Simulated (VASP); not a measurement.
# BAs: single point with PBE

The system is BAs.

```
B As
1.0
     0.00000    2.38850    2.46015
     2.38850    0.00000    2.46015
     2.38850    2.38850    0.00000
B As
1 1
Cartesian
  0.0000 0.0000 0.0000
  1.1943 1.1943 1.2301
```

This cell differs from its parent crystal: z stretched by +3 %, then relaxed in part.

```
Program                : VASP 6.6.1
Task                   : single point
Functional             : PBE
Potentials or basis    : VASP PAW PBE potentials, release 64 (B, As)
Cutoff                 : 520 eV
k mesh                 : 16 × 16 × 16
Occupations            : fermi-dirac, width 0.02 eV
Spin                   : no spin polarisation
Dipole correction      : no
Further INCAR settings : ALGO = Normal; EDIFF = 1e-06; NBANDS = 11
```

```
Pressure               : -0.6 GPa
Band gap on the k mesh : 1.00 eV (least direct gap 3.09 eV)
```

Stress tensor (GPa, compression positive):
```
 1.42  0.00  0.00
 0.00  1.42  0.00
 0.00  0.00 -4.77
```

Levels at points of the mesh, in eV from the valence-band top:
| k point | band 1 | band 2 | band 3 | band 4 | band 5 | band 6 | band 7 | band 8 | band 9 |
| --- | --- | --- | --- | --- | --- | --- | --- | --- | --- |
| (0.00, 0.00, 0.00) | -15.23 | -0.29 | 0.00 | 0.00 | 3.09 | 3.09 | 3.27 | 4.21 | 9.35 |
| (0.50, 0.00, 0.00) | -12.46 | -8.67 | -2.04 | -1.69 | 2.38 | 4.58 | 4.77 | 8.72 | 12.37 |
| (0.50, 0.50, 0.00) | -11.35 | -8.61 | -3.87 | -3.87 | 1.59 | 1.62 | 10.96 | 10.96 | 12.31 |
| (0.50, 0.00, 0.50) | -11.12 | -8.39 | -4.17 | -4.12 | 1.25 | 1.26 | 10.77 | 11.17 | 12.56 |

It took 40 s on 1 thread of Intel(R) Xeon(R) 6975P-C (Granite Rapids), on a shared host, peak memory 0.25 GiB.

Caveat: the cell differs from its parent crystal (z stretched by +3 %, then relaxed in part). A k mesh can miss the band edges.
